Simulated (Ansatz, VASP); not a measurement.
## Two plane-wave programs on Mo3N

```xyz
8
Lattice="5.3076 0.0000 0.0000 -2.6538 4.5965 0.0000 0.0000 0.0000 4.2602" Properties=species:S:1:pos:R:3 pbc="T T T"
Mo    2.6538    3.0613    1.0650
Mo   -1.3242    3.8289    3.1951
Mo    1.3296    0.7676    1.0650
Mo    0.0000    1.5352    3.1951
Mo    3.9780    0.7676    1.0650
Mo    1.3242    3.8289    3.1951
N     0.0000    3.0643    1.0650
N     2.6538    1.5322    3.1951
```

Alike in both runs: task single point; functional PBE; k mesh 6 × 6 × 4; occupations gaussian, width 0.1 eV; collinear spin.

|  | VASP | Ansatz |
| --- | --- | --- |
| version | VASP 6.6.1 | Ansatz 0.2.0 |
| potentials or method | VASP PAW PBE potentials, release 64 (Mo_sv, N), cutoff 520 eV | scalar-relativistic, plane waves, PAW |
| valence electrons in the cell | 94 | 94 |

Ansatz gave:

* gap on the k mesh at the Fermi level (eV): none
* pressure (GPa): 11.4
* traceless stress, the component that is largest in VASP (GPa): 5.31
* rms of the force components (eV/Å): 0.135
* net moment per atom (μB): 0.00

Q: Estimate VASP's values.

A: gap on the k mesh at the Fermi level (eV): none; pressure (GPa): 12.0; traceless stress, the component that is largest in VASP (GPa): 5.31; rms of the force components (eV/Å): 0.132; net moment per atom (μB): 0.00.

Atom by atom the forces differ by 0.003 eV/Å (rms over components). A gap of «none» marks a metal or a gap that the smearing closes. Ansatz's warnings: seeded moment not kept.

The k mesh is coarse, so the values compare programs but aren't converged.
